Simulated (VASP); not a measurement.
Wanted: the native input for a VASP 6.6.1 run.

| Quantity | Value |
| --- | --- |
| Task | single point |
| Functional | PBE |
| Potentials or basis | VASP PAW PBE potentials, release 64 (Mn_sv, O) |
| Cutoff | 700 eV |
| k mesh | 14 × 14 × 14 |
| Occupations | gaussian, width 0.05 eV |
| Spin | no spin polarisation |
| Dipole correction | no |
| Further INCAR settings | ALGO = Normal; EDIFF = 1e-06; NBANDS = 18 |

The structure of MnO lies in POSCAR:

```
MnO
1.0
    1.5616745271      0.9016332100      2.0746116320
   -1.5616745271      0.9016332100      2.0746116320
    0.0000000000     -1.8032664159      2.0746116338
Mn O
1 1
Direct
    1.0000000000      0.0000000000      0.0000000000
    0.5000000000      0.5000000000      0.5000000000
```

The input as run:

INCAR

```
SYSTEM = MnO
PREC = Accurate ; ENCUT = 700
EDIFF = 1E-6 ; ISMEAR = 0
SIGMA = 0.05 ; LREAL = .FALSE.
LASPH = .TRUE. ; NELM = 120
ALGO = Normal ; ISIF = 2
LWAVE = .FALSE. ; LCHARG = .FALSE.
GGA = PE ; NBANDS = 18
GGA_COMPAT = .FALSE.
```

KPOINTS

```
regular mesh
0
G
  14 14 14
  0 0 0
```

Potentials or basis: VASP PAW PBE potentials, release 64 (Mn_sv, O).

Command:

```sh
$ cat potpaw_PBE.64/Mn_sv/POTCAR potpaw_PBE.64/O/POTCAR > POTCAR
$ mpirun -np 1 vasp_std > vasp.out
```

Results of the run:

```json
{"Pressure": "-9.9 GPa", "Band gap on the k mesh": "zero (an odd number of electrons rules out a gap without spin polarisation)"}
```

Caveat: the cell stands under tension; an odd number of electrons without spin polarisation forces a metal; a magnetic or distorted state may lie lower; the run has no spin polarisation, though such a crystal can be magnetic; semilocal functionals often make such compounds metallic where correlation or magnetic order opens a gap, which also shifts bond lengths.

Run time: 50 s on 1 thread of Intel(R) Xeon(R) Platinum 8488C (Sapphire Rapids), with other jobs on the host, peak memory 0.24 GiB.
